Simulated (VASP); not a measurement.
# FeCo (Pm-3m) in VASP: further runs, part 2 of 2

VASP 6.6.1.

## Step 3: Relaxation of cell and atoms, PBE+D3(BJ), collinear spin, ferromagnetic start

This run uses another cell than the first one, of 11.51 Å³/atom.

The input, INCAR:

```
  PREC = Accurate
  ENCUT = 600
  EDIFF = 1E-7
  ISMEAR = 0
  SIGMA = 0.1
  LREAL = F
  LASPH = T
  NELM = 200
  ALGO = Normal
  ISIF = 3
  LWAVE = F
  LCHARG = F
  ISPIN = 2
  MAGMOM = 3.09 2.02
  LORBIT = 11
  LMAXMIX = 4
  GGA = PE
  IVDW = 12
  IBRION = 2
  NSW = 70
  EDIFFG = -0.005
  GGA_COMPAT = F
  NELMIN = 4
```

The input, KPOINTS:

```
regular mesh
0
Gamma
  14 14 14
```

The input, POSCAR:

```
FeCo
1.0
    2.8448778431      0.0000000000      0.0000000000
    0.0000000000      2.8448778431      0.0000000000
    0.0000000000      0.0000000000      2.8448778431
Fe Co
1 1
Direct
    0.5000000000      0.5000000000      0.5000000000
    0.0000000000      0.0000000000      0.0000000000
```

Potentials or basis: VASP PAW PBE potentials, release 64 (Fe, Co).

The run is started by

```bash
$ cat potpaw_PBE.64/Fe/POTCAR potpaw_PBE.64/Co/POTCAR > POTCAR
$ mpirun -np 1 vasp_std > vasp.out
```

OUTCAR:

```text
PREC = Accurate
   ENCUT = 600
   EDIFF = 1E-7
   ISMEAR = 0
   LREAL = F
   LASPH = T
   NELM = 200
   ISIF = 3
   ISPIN = 2
   LORBIT = 11
   GGA = PE
   IVDW = 12
   IBRION = 2
   NSW = 70
   EDIFFG = -0.005
   NELMIN = 4
 IVDW          = 12

 ion  position               nearest neighbor table
   1  0.500  0.500  0.500-   2 2.46   2 2.46   2 2.46   2 2.46   2 2.46   2 2.46   2 2.46   2 2.46

   2  0.000  0.000  0.000-   1 2.46   1 2.46   1 2.46   1 2.46   1 2.46   1 2.46   1 2.46   1 2.46

  LATTYP: Found a simple cubic cell.
 ALAT       =     2.8448778431

  Lattice vectors:

 A1 = (   2.8448778431,   0.0000000000,   0.0000000000)
 A2 = (   0.0000000000,   2.8448778431,   0.0000000000)
 A3 = (   0.0000000000,   0.0000000000,   2.8448778431)

Analysis of symmetry for initial positions (statically):
=====================================================================
 Subroutine PRICEL returns:
 Original cell was already a primitive cell.

 Routine SETGRP: Setting up the symmetry group for a
 simple cubic supercell.

 Subroutine GETGRP returns: Found 48 space group operations
 (whereof 48 operations were pure point group operations)
 out of a pool of 48 trial point group operations.

The static configuration has the point symmetry O_h .

Analysis of symmetry for dynamics (positions and initial velocities):
=====================================================================
 Subroutine PRICEL returns:
 Original cell was already a primitive cell.

[... 264 lines left out ...]
 cond. band min:       8.4500839919   @ k =   0.2857   0.2143   0.0000
 fundamental gap:      0.0043342880
 Fermi energy:         8.4462125282

 spin component 1

 k-point     1 :       0.0000    0.0000    0.0000
  band No.  band energies     occupation
      1      -0.7518      1.00000
      2       2.8904      1.00000
      3       2.8904      1.00000
      4       5.2897      1.00000
      5       5.2897      1.00000
      6       5.2897      1.00000
      7       6.4418      1.00000
      8       6.4418      1.00000
      9       7.5816      1.00000
     10       7.5816      1.00000
     11       7.5816      1.00000
     12      17.7404      0.00000
     13      17.7404      0.00000
     14      17.7404      0.00000
[... 403 lines left out ...]
      4       4.7600      1.00000
      5       5.1624      1.00000
      6       5.3547      1.00000
      7       6.1001      1.00000
      8       6.2295      1.00000
      9       6.7163      1.00000
     10       6.7487      1.00000
     11       7.5719      1.00000
     12      10.6956      0.00000
     13      16.9560      0.00000
     14      22.0556      0.00000
     15      22.8402      0.00000

 [... further k-points ...]

 spin component 2

 k-point     1 :       0.0000    0.0000    0.0000
  band No.  band energies     occupation
      1      -0.5850      1.00000
      2       4.7630      1.00000
      3       4.7631      1.00000
      4       7.2073      1.00000
      5       7.2073      1.00000
      6       7.2073      1.00000
      7       9.2419      0.00000
      8       9.2419      0.00000
      9       9.9909      0.00000
     10       9.9909      0.00000
     11       9.9909      0.00000
     12      18.0128      0.00000
     13      18.0128      0.00000
     14      18.0128      0.00000
[... 448 lines left out ...]
  FREE ENERGIE OF THE ION-ELECTRON SYSTEM (eV)
  ---------------------------------------------------
  free  energy   TOTEN  =       -16.1639381881 eV

  energy  without entropy=      -16.1564885814  energy(sigma->0) =      -16.16021338

 reached required accuracy - stopping structural energy minimisation

 total charge

# of ion       s       p       d       tot
------------------------------------------
    1        0.485   0.553   6.175   7.213
    2        0.495   0.536   7.257   8.289
--------------------------------------------------
tot          0.980   1.089  13.432  15.502

 magnetization (x)

# of ion       s       p       d       tot
------------------------------------------
    1        0.001  -0.042   2.796   2.754
    2       -0.010  -0.052   1.819   1.757
--------------------------------------------------
tot         -0.010  -0.094   4.616   4.512
```

OSZICAR:

```text
N       E                     dE             d eps       ncg     rms          rms(c)
DAV:   1     0.885303614310E+02    0.88530E+02   -0.82901E+03  7312   0.158E+03
DAV:   2    -0.145755327233E+02   -0.10311E+03   -0.95063E+02  7200   0.262E+02
DAV:   3    -0.171732707164E+02   -0.25977E+01   -0.25464E+01  8446   0.605E+01
[... 34 lines left out ...]
DAV:   7    -0.153968176332E+02   -0.74568E-05   -0.33998E-04  8109   0.275E-01    0.535E-02
DAV:   8    -0.153968251471E+02   -0.75140E-05   -0.39737E-05 10026   0.138E-01    0.232E-02
DAV:   9    -0.153968284017E+02   -0.32545E-05   -0.13417E-05  8643   0.747E-02    0.129E-02
DAV:  10    -0.153968298099E+02   -0.14082E-05   -0.21621E-06  9199   0.285E-02    0.171E-03
DAV:  11    -0.153968298506E+02   -0.40696E-07   -0.98082E-08  4196   0.630E-03
   3 F= -.16163938E+02 E0= -.16160213E+02  d E =-.128732E-01  mag=     4.5051
```

CONTCAR:

```text
FeCo
   1.00000000000000
     2.8167426452002657    0.0000000000000000    0.0000000000000000
     0.0000000000000000    2.8167426452002657    0.0000000000000000
    -0.0000000000000000    0.0000000000000000    2.8167426452002657
  Fe              Co
     1     1
Direct
     0.5000000000000000    0.5000000000000000    0.5000000000000000
     0.0000000000000000    0.0000000000000000    0.0000000000000000

  0.00000000E+00  0.00000000E+00  0.00000000E+00
  0.00000000E+00  0.00000000E+00  0.00000000E+00
```

Wall time 1.7 min (1 thread of Intel Xeon Platinum 8488C (Sapphire Rapids), shared host); peak memory 0.23 GiB.

Results:

| Quantity | Value |
| --- | --- |
| Free energy | -16.1639 eV |
| Relaxed volume | 11.17 Å³/atom |
| Relaxed cell | a = 2.817 Å, b = 2.817 Å, c = 2.817 Å, α = 90.00°, β = 90.00°, γ = 90.00° |
| Space group after relaxing (to 0.1 Å) | Pm-3m (No. 221) |
| Energy gained by relaxing | 6.4 meV/atom |
| Ionic steps | 3 |
| Pressure after relaxing | 0.0 GPa |
| Net moment | 4.51 μB per cell |
| Site moments | Fe +2.75; Co +1.76 μB |
| Valence electrons inside the program's atomic spheres | Fe 7.21; Co 8.29 |
| Dispersion energy per atom | -0.384 eV |

Step by step:
| step | energy change (eV) | largest force (eV/Å) | pressure (GPa) | volume (Å³) |
| --- | --- | --- | --- | --- |
| 1 | 0.0000 | 0.0000 | -5.91 | 23.02 |
| 2 | 0.0024 | 0.0000 | 7.09 | 21.64 |
| 3 | -0.0129 | 0.0000 | 0.00 | 22.35 |

Final structure:
```
Fe Co
1.0
     2.81674    0.00000    0.00000
     0.00000    2.81674    0.00000
     0.00000    0.00000    2.81674
Fe Co
1 1
Direct
  0.50000 0.50000 0.50000
  0.00000 0.00000 0.00000
```
